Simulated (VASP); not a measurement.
Wanted: the native input for a VASP 6.6.1 run.

- Task: single point
- Functional: PBE
- Potentials or basis: VASP PAW PBE potentials, release 64 (Be, Tl_d)
- Cutoff: 520 eV
- k mesh: 12 × 12 × 8
- Occupations: gaussian, width 0.1 eV
- Spin: no spin polarisation
- Dipole correction: no
- Further INCAR settings: ALGO = Fast; EDIFF = 1e-06; NBANDS = 23

The structure of BeTl lies in POSCAR:

```
BeTl
1.0
    3.9964154075      0.0000000000      0.0000000000
    0.0000000000      3.6283598472      0.0000000000
    0.0000000000      0.0000000000      5.8476666105
Be Tl
2 2
Direct
    0.7500000000      0.0000000000      0.5612639904
    0.2500000000      0.0000000000      0.4387360096
    0.7500000000      0.5000000000      0.2229330230
    0.2500000000      0.5000000000      0.7770669770
```

These files were run (other wordings do the same):

INCAR

```
SYSTEM = BeTl
PREC = Accurate ; ENCUT = 520
EDIFF = 1E-6 ; ISMEAR = 0
SIGMA = 0.1 ; LREAL = .False.
LASPH = .True. ; NELM = 80
ALGO = Fast ; ISIF = 2
LWAVE = .False. ; LCHARG = .False.
GGA = PE ; NBANDS = 23
```

KPOINTS

```
regular mesh
0
Gamma
  12 12 8
  0 0 0
```

Potentials or basis: VASP PAW PBE potentials, release 64 (Be, Tl_d).

Command:

```console
$ cat potpaw_PBE.64/Be/POTCAR potpaw_PBE.64/Tl_d/POTCAR > POTCAR
$ mpirun -np 1 vasp_std > vasp.out
```

It gave:

* Pressure: 0.0 GPa
* Largest force: 0.004 eV/Å
* Band gap on the k mesh: zero (band 15 reaches 7.15 eV, above the bottom of band 16 at 3.07 eV)

Caveat: spin-orbit coupling is left out, which moves the levels of the heavy elements.

Wall time 5.1 min on 1 thread of Intel Xeon 6975P-C (shared host), peak memory 0.51 GiB.
